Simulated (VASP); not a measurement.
# KF (Carobbiite) (Fm-3m) in VASP: single point with PBEsol

Aim: the single point of KF (Carobbiite) with PBEsol.

All numbers are computed with VASP 6.6.1; they aren't measurements. Logs are shortened: lines on timing, memory, paths and dates and some standing lists are left out, and cuts for length are marked.

### 1 The cell of the first run

It takes space group Fm-3m (No. 225, cubic). The conventional cell has a = 5.344 Å, b = 5.344 Å, c = 5.344 Å, α = 90.00°, β = 90.00°, γ = 90.00°. Within 3.5 Å of K (site symmetry m-3m) lie 6 F at 2.67 Å. F (site symmetry m-3m) has 6 K at 2.67 Å within 3.5 Å.

### 2 Single point, PBEsol

INCAR

```
SYSTEM = KF
ALGO = Normal ; EDIFF = 1E-6
ENCUT = 600 ; GGA = PS
GGA_COMPAT = .False. ; ISIF = 2
ISMEAR = 0 ; LASPH = .True.
LCHARG = .False. ; LREAL = .False.
LWAVE = .False. ; NBANDS = 15
NELM = 120 ; PREC = Accurate
SIGMA = 0.01
```

KPOINTS

```
k-points
0
Gamma
  6 6 6
  0 0 0
```

POSCAR

```
KF
1.0
    0.0000000000      2.6718500000      2.6718500000
    2.6718500000      0.0000000000      2.6718500000
    2.6718500000      2.6718500000      0.0000000000
K F
1 1
Direct
    0.0000000000      0.0000000000      0.0000000000
    0.5000000000      0.5000000000      0.5000000000
```

Potentials or basis: VASP PAW PBE potentials, release 64 (K_sv, F).

Launch:

```
$ cat potpaw_PBE.64/K_sv/POTCAR potpaw_PBE.64/F/POTCAR > POTCAR
$ mpirun -np 1 vasp_std > vasp.out
```

OUTCAR:

```text
SYSTEM = KF
   EDIFF = 1E-6
   ENCUT = 600
   GGA = PS
   ISIF = 2
   ISMEAR = 0
   LASPH = .True.
   LREAL = .False.
   NELM = 120
   PREC = Accurate

 ion  position               nearest neighbor table
   1  0.000  0.000  0.000-   2 2.67   2 2.67   2 2.67   2 2.67   2 2.67   2 2.67
   2  0.500  0.500  0.500-   1 2.67   1 2.67   1 2.67   1 2.67   1 2.67   1 2.67

  LATTYP: Found a face centered cubic cell.
 ALAT       =     5.3437000000

  Lattice vectors:

 A1 = (   0.0000000000,   2.6718500000,   2.6718500000)
 A2 = (   2.6718500000,   0.0000000000,   2.6718500000)
 A3 = (   2.6718500000,   2.6718500000,   0.0000000000)

Analysis of symmetry for initial positions (statically):
=====================================================================
 Subroutine PRICEL returns:
 Original cell was already a primitive cell.

 Routine SETGRP: Setting up the symmetry group for a
 face centered cubic supercell.

 Subroutine GETGRP returns: Found 48 space group operations
 (whereof 48 operations were pure point group operations)
 out of a pool of 48 trial point group operations.

The static configuration has the point symmetry O_h .

Analysis of symmetry for dynamics (positions and initial velocities):
=====================================================================
 Subroutine PRICEL returns:
 Original cell was already a primitive cell.

 Routine SETGRP: Setting up the symmetry group for a
 face centered cubic supercell.

 Subroutine GETGRP returns: Found 48 space group operations
 (whereof 48 operations were pure point group operations)
 out of a pool of 48 trial point group operations.

The dynamic configuration has the point symmetry O_h .

 Subroutine INISYM returns: Found 48 space group operations
 (whereof 48 operations are pure point group operations),
 and found     1 'primitive' translations

----------------------------------------------------------------------------------------

                                     Primitive cell

  volume of cell :      38.1475

  direct lattice vectors                    reciprocal lattice vectors
     0.000000000  2.671850000  2.671850000    -0.187136254  0.187136254  0.187136254
     2.671850000  0.000000000  2.671850000     0.187136254 -0.187136254  0.187136254
     2.671850000  2.671850000  0.000000000     0.187136254  0.187136254 -0.187136254

  length of vectors
     3.778566507  3.778566507  3.778566507     0.324129500  0.324129500  0.324129500

  position of ions in fractional coordinates (direct lattice)
     0.000000000  0.000000000  0.000000000
     0.500000000  0.500000000  0.500000000

  ion indices of the primitive-cell ions
   primitive index   ion index
                 1           1
                 2           2

----------------------------------------------------------------------------------------

 KPOINTS: k-points

Automatic generation of k-mesh.
 Grid dimensions read from file:
 generate k-points for:    6    6    6

 Generating k-lattice:

  Cartesian coordinates                     Fractional coordinates (reciprocal lattice)
    -0.031189376  0.031189376  0.031189376     0.166666667  0.000000000  0.000000000
     0.031189376 -0.031189376  0.031189376     0.000000000  0.166666667  0.000000000
     0.031189376  0.031189376 -0.031189376     0.000000000  0.000000000  0.166666667

  Length of vectors
     0.054021583  0.054021583  0.054021583

  Shift w.r.t. Gamma in fractional coordinates (k-lattice)
     0.000000000  0.000000000  0.000000000

 Subroutine IBZKPT returns following result:
 ===========================================

 Found     16 irreducible k-points:

 Following reciprocal coordinates:
            Coordinates               Weight
  0.000000  0.000000  0.000000      1.000000
  0.166667  0.000000  0.000000      8.000000
  0.333333  0.000000  0.000000      8.000000
  0.500000  0.000000  0.000000      4.000000
  0.166667  0.166667  0.000000      6.000000
  0.333333  0.166667  0.000000     24.000000
[... 8 lines left out ...]
 -0.333333  0.333333  0.166667     24.000000
 -0.333333  0.500000  0.166667     12.000000
   k-points           NKPTS =     16   k-points in BZ     NKDIM =     16   number of bands    NBANDS=     15
   number of dos      NEDOS =    301   number of ions     NIONS =      2
   total plane-waves  NPLWV =  27000
   dimension x,y,z NGX =    30 NGY =   30 NGZ =   30
   dimension x,y,z NGXF=    60 NGYF=   60 NGZF=   60
   ions per type =               1   1
   NGX,Y,Z   is equivalent  to a cutoff of  13.20, 13.20, 13.20 a.u.
   NGXF,Y,Z  is equivalent  to a cutoff of  26.40, 26.40, 26.40 a.u.
 SYSTEM =  KF
   PREC   = accura    normal or accurate (medium, high low for compatibility)
   ISTART =      0    job   : 0-new  1-cont  2-samecut
   ICHARG =      2    charge: 1-file 2-atom 10-const
   ISPIN  =      1    spin polarized calculation?
   LNONCOLLINEAR =      F non collinear calculations
   LSORBIT =      F    spin-orbit coupling
   LASPH  =      T    aspherical Exc in radial PAW
   ENCUT  =  600.0 eV  44.10 Ry    6.64 a.u.   7.55  7.55  7.55*2*pi/ulx,y,z
   NELM   =    120;   NELMIN=  2; NELMDL= -5     # of ELM steps
   EDIFF  = 0.1E-05   stopping-criterion for ELM
   LREAL  =      F    real-space projection
   EDIFFG = 0.1E-04   stopping-criterion for IOM
   NSW    =      0    number of steps for IOM
   IBRION =     -1    ionic relax: 0-MD 1-quasi-New 2-CG
   NFREE  =      0    steps in history (QN), initial steepest desc. (CG)
   ISIF   =      2    stress and relaxation
   ISYM   =      2    0-nonsym 1-usesym 2-fastsym
   POTIM  = 0.5000    time-step for ionic-motion
   TEBEG  =    0.0;   TEEND  =   0.0 temperature during run
   PSTRESS=    0.0 pullay stress
   NELECT =      16.0000    total number of electrons
   NUPDOWN=      -1.0000    fix difference up-down
   EMIN   =  10.00;   EMAX   =-10.00  energy-range for DOS
   EFERMI =   0.00;   METHOD = LEGACY
   ISMEAR =     0;   SIGMA  =   0.01  broadening in eV -4-tet -1-fermi 0-gaus
   EFERMI_NEDOS =   21; number of points for ismear=-14 and -15
   IALGO  =     38    algorithm
   IMIX   =      4    mixing-type and parameters
     AMIX     =   0.40;   BMIX     =  1.00
     AMIX_MAG =   1.60;   BMIX_MAG =  1.00
  volume/ion in A,a.u.               =      19.07       128.72
  Fermi-wavevector in a.u.,A,eV,Ry     =   1.225442  2.315750 20.431978  1.501708
  Thomas-Fermi vector in A             =   2.360480
   LORBIT       =      0    0 simple, 1 ext, 2 COOP (PROOUT), +10 PAW based schemes
   GGA     = PS    functional components
   LHFCALC =     F    Hartree Fock is set to
   AEXX    =    0.0000 exact exchange contribution
   IVDW    =     0    specifies the selected vdW correction
   LEPSILON=     F    determine dielectric tensor
   LRPA    =     F    only Hartree local field effects (RPA)
 non-spin polarized calculation
 Gauss-broadening in eV      SIGMA  =   0.01
  energy-cutoff  :      600.00
  volume of cell :       38.15
 maximum number of plane-waves:      1303
   NGX = 15   NGY = 15   NGZ = 15

 number of electron      15.9999997 magnetization

 Free energy of the ion-electron system (eV)
  ---------------------------------------------------
  ext. energy  EPLUGINS =         0.00000000
  ---------------------------------------------------
  free energy    TOTEN  =        -8.52125716 eV

  energy without entropy =       -8.52125716  energy(sigma->0) =       -8.52125716

 E-fermi :  -2.8321     XC(G=0):  -8.6084

 val. band max:       -2.9092272273   @ k =   0.0000   0.0000   0.0000
 cond. band min:       3.1222060038   @ k =   0.0000   0.0000   0.0000
 fundamental gap:      6.0314332311
 Fermi energy:        -2.8320730009

 k-point     1 :       0.0000    0.0000    0.0000
  band No.  band energies     occupation
      1     -28.8725      2.00000
      2     -21.4388      2.00000
      3     -12.1844      2.00000
      4     -12.1844      2.00000
      5     -12.1844      2.00000
      6      -2.9092      2.00000
      7      -2.9092      2.00000
      8      -2.9092      2.00000
      9       3.1222      0.00000
     10       7.7273      0.00000
     11       7.7273      0.00000
     12       7.7273      0.00000
     13       9.4011      0.00000
     14       9.4011      0.00000
     15      13.8091      0.00000

 k-point     2 :       0.1667    0.0000    0.0000
  band No.  band energies     occupation
      1     -28.8482      2.00000
      2     -21.4612      2.00000
      3     -12.2557      2.00000
      4     -12.1938      2.00000
      5     -12.1938      2.00000
      6      -3.1491      2.00000
      7      -3.0011      2.00000
      8      -3.0011      2.00000
      9       3.8711      0.00000
     10       7.3231      0.00000
     11       8.0932      0.00000
     12       8.0932      0.00000
     13       9.6626      0.00000
     14       9.6626      0.00000
     15      15.0556      0.00000

 k-point     3 :       0.3333    0.0000    0.0000
  band No.  band energies     occupation
      1     -28.7990      2.00000
      2     -21.5068      2.00000
      3     -12.3963      2.00000
      4     -12.2124      2.00000
      5     -12.2124      2.00000
      6      -3.5481      2.00000
      7      -3.1784      2.00000
      8      -3.1784      2.00000
      9       5.4360      0.00000
     10       7.0758      0.00000
     11       8.8243      0.00000
     12       8.8243      0.00000
     13      10.5090      0.00000
     14      10.5090      0.00000
     15      14.8065      0.00000
[... 199 lines left out ...]
 k-point    15 :      -0.3333    0.3333    0.1667
  band No.  band energies     occupation
      1     -28.7559      2.00000
      2     -21.4937      2.00000
      3     -12.5466      2.00000
      4     -12.4965      2.00000
      5     -12.2683      2.00000
      6      -3.3972      2.00000
      7      -3.1428      2.00000
      8      -3.1221      2.00000
      9       6.5587      0.00000
     10       6.8874      0.00000
     11       8.4799      0.00000
     12      10.2759      0.00000
     13      10.8888      0.00000
     14      12.0349      0.00000
     15      12.5582      0.00000

 k-point    16 :      -0.3333    0.5000    0.1667
  band No.  band energies     occupation
      1     -28.7505      2.00000
      2     -21.4752      2.00000
      3     -12.6722      2.00000
      4     -12.4931      2.00000
      5     -12.3060      2.00000
      6      -3.2351      2.00000
      7      -3.1052      2.00000
      8      -3.0296      2.00000
      9       5.9366      0.00000
     10       7.6077      0.00000
     11       7.9745      0.00000
     12      10.5879      0.00000
     13      11.3701      0.00000
     14      12.0765      0.00000
     15      12.3895      0.00000

------------------------ aborting loop because EDIFF is reached ----------------------------------------

  FORCE on cell =-STRESS in cart. coord.  units (eV):
  Direction    XX          YY          ZZ          XY          YZ          ZX
  --------------------------------------------------------------------------------------
  -------------------------------------------------------------------------------------
  Total       -0.1506559     -0.1506559     -0.1506559      0.0000000     -0.0000000     -0.0000000
  in kB       -6.3274773     -6.3274773     -6.3274773      0.0000000     -0.0000000     -0.0000000
  external PRESSURE =      -6.3274773 kB  Pullay stress =       0.0000000 kB

 VOLUME and BASIS-vectors are now :
 -----------------------------------------------------------------------------
  energy-cutoff  :      600.00
  volume of cell :       38.15
      direct lattice vectors                 reciprocal lattice vectors
     0.000000000  2.671850000  2.671850000    -0.187136254  0.187136254  0.187136254
     2.671850000  0.000000000  2.671850000     0.187136254 -0.187136254  0.187136254
     2.671850000  2.671850000  0.000000000     0.187136254  0.187136254 -0.187136254

 POSITION                                       TOTAL-FORCE (eV/Angst)
 -----------------------------------------------------------------------------------
      0.00000      0.00000      0.00000        -0.000000     -0.000000      0.000000
      2.67185      2.67185      2.67185         0.000000      0.000000     -0.000000
 -----------------------------------------------------------------------------------
    total drift:                                0.000000      0.000000      0.000000

  FREE ENERGIE OF THE ION-ELECTRON SYSTEM (eV)
  ---------------------------------------------------
  free  energy   TOTEN  =        -8.5212571566 eV

  energy  without entropy=       -8.5212571566  energy(sigma->0) =       -8.52125716
```

Run time: 14 s. Hardware: 1 thread of Intel Xeon Platinum 8375C at 2.90GHz (Ice Lake), shared host; peak memory 0.17 GiB.

Results:

| Property | Result |
| --- | --- |
| Free energy | -8.5213 eV |
| Pressure | -0.6 GPa |
| Band gap on the k mesh | 6.03 eV, direct |

Caveat: the PAW data sets were made with another functional, which shifts forces and pressure a little. As with any semilocal functional, this PBEsol gap is likely too small.
